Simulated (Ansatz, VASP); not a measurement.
## Two plane-wave programs on In

```
In
1.0
    -1.62225    1.62225    2.49649
     1.62225   -1.62225    2.49649
     1.62225    1.62225   -2.49649
In
1
Direct
  0.00000 0.00000 0.00000
```

Alike in both runs: functional r2SCAN; k mesh 14 × 14 × 14; occupations fermi-dirac, width 0.08 eV; no spin polarisation.

Ansatz relaxed the structure, and its values are those at the end. VASP's run is a single point on that final structure, the one shown.

```csv
,VASP,Ansatz
version,VASP 6.6.1,Ansatz 0.2.0
potentials or method,"VASP PAW PBE potentials, release 64 (In_d)","PAW with Ansatz's default frozen-core files, scalar-relativistic"
plane-wave cutoff (eV),520,500
valence electrons in the cell,13,13
```

```csv
,VASP,Ansatz,Ansatz less VASP
pressure (GPa),0.0,0.0,-0.02
```

VASP's potentials were made for PBE, not for r2SCAN. With one functional, cell and mesh, what is left measures potentials, basis and numerics.
